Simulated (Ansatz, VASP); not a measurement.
# Two plane-wave programs on TiAl

```
Ti Al
1.0
     3.25310    0.03704   -0.09537
     0.03704    3.33799    0.05249
    -0.09537    0.05249    3.34368
Ti Al
1 1
Cartesian
  0.0256 0.0022 0.0158
  1.5717 1.7115 1.6346
```

Change from the starting cell: all atoms moved at random, cell strained at random.

Alike in both runs: task single point; functional PBE; k mesh 12 × 12 × 12; occupations gaussian, width 0.1 eV; no spin polarisation.

|  | VASP | Ansatz |
| --- | --- | --- |
| version | VASP 6.6.1 | Ansatz 0.2.0 |
| potentials or method | VASP PAW PBE potentials, release 64 (Ti_sv, Al), cutoff 520 eV | scalar-relativistic, plane waves, PAW |
| valence electrons in the cell | 15 | 15 |

```tsv
	VASP	Ansatz	Ansatz less VASP
gap on the k mesh at the Fermi level (eV)	none	none	-
pressure (GPa)	-9.5	-9.5	+0.02
traceless stress, the component that is largest in VASP (GPa)	2.90	2.89	-0.001
rms of the force components (eV/Å)	0.177	0.177	-0.0005
```

Atom by atom the forces differ by 0.000 eV/Å (rms over components). A gap of «none» marks a metal or a gap that the smearing closes.
